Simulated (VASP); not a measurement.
The system is SbW.

```xyz
4
Lattice="4.4002 0.0000 0.0000 -2.2001 3.8107 0.0000 0.0000 0.0000 5.2102" Properties=species:S:1:pos:R:3 pbc="T T T"
W     0.0000    0.0000    0.0000
W     0.0000    0.0000    2.6051
Sb    0.0000    2.5405    1.3026
Sb    2.2001    1.2702    3.9077
```

Base run:

* Program: VASP 6.6.1
* Functional: PBEsol
* Potentials or basis: VASP PAW PBE potentials, release 64 (W_sv, Sb)
* Cutoff: 520 eV
* k mesh: 10 × 10 × 6
* Occupations: gaussian, width 0.05 eV
* Spin: no spin polarisation

Its results: band gap on the k mesh zero (bands 19 and 20 overlap by 1.41 eV); pressure -4.8 GPa.

Question: After a change of settings the same cell gave: band gap on the k mesh zero (bands 19 and 20 overlap by 1.40 eV); pressure 0.1 GPa. Which change was it?
A. functional from PBEsol to r2SCAN
B. functional from PBEsol to PBE
C. functional from PBEsol to LDA; potentials or basis from VASP PAW PBE potentials, release 64 (W_sv, Sb) to VASP PAW LDA potentials, release 64 (W_sv, Sb)

Answer: B.

PBE binds less tightly than PBEsol, so the same cell stands under more pressure.

Caveats: spin-orbit coupling is left out, which moves the levels of the heavy elements; the cell stands under tension (at least some runs); the PAW data sets were made with another functional, which shifts forces and pressure a little (at least some runs).
